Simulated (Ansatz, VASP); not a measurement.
Ag: VASP beside Ansatz

```xyz
1
Lattice="-1.6557 1.6557 1.6557 1.6557 -1.6557 1.6557 1.6557 1.6557 -1.6557" Properties=species:S:1:pos:R:3 pbc="T T T"
Ag    0.0000    0.0000    0.0000
```

Alike in both runs: task relaxation of cell and atoms; functional LDA; k mesh 11 × 11 × 11; occupations fermi-dirac, width 0.05 eV; no spin polarisation.

|  | VASP | Ansatz |
| --- | --- | --- |
| version | VASP 6.6.1 | Ansatz 0.2.0 |
| potentials or method | VASP PAW LDA potentials, release 64 (Ag) | Ansatz PAW |
| plane-wave cutoff (eV) | 600 | 420 |
| valence electrons in the cell | 11 | 19 |

Ansatz gave:

| Property | Result |
| --- | --- |
| gap on the k mesh at the Fermi level, each at its own relaxed structure (eV) | none |
| relaxed volume (Å³/atom) | 16.13 |
| relaxed cell length with the largest relative difference (Å) | 2.757 |

Which values does VASP return?

gap on the k mesh at the Fermi level, each at its own relaxed structure (eV): none; relaxed volume (Å³/atom): 16.15; relaxed cell length with the largest relative difference (Å): 2.758.

LDA's correlation is that of Perdew and Zunger in VASP and of Perdew and Wang (1992) in Ansatz. A gap of «none» marks a metal or a gap that the smearing closes. VASP's potentials hold 11 valence electrons a cell and Ansatz's 19, so a difference there can come from the potentials and not from the codes.

Noted on Ansatz's run: the plane-wave basis is chosen anew once the cell has moved, so the energies of steps on either side of that aren't comparable.
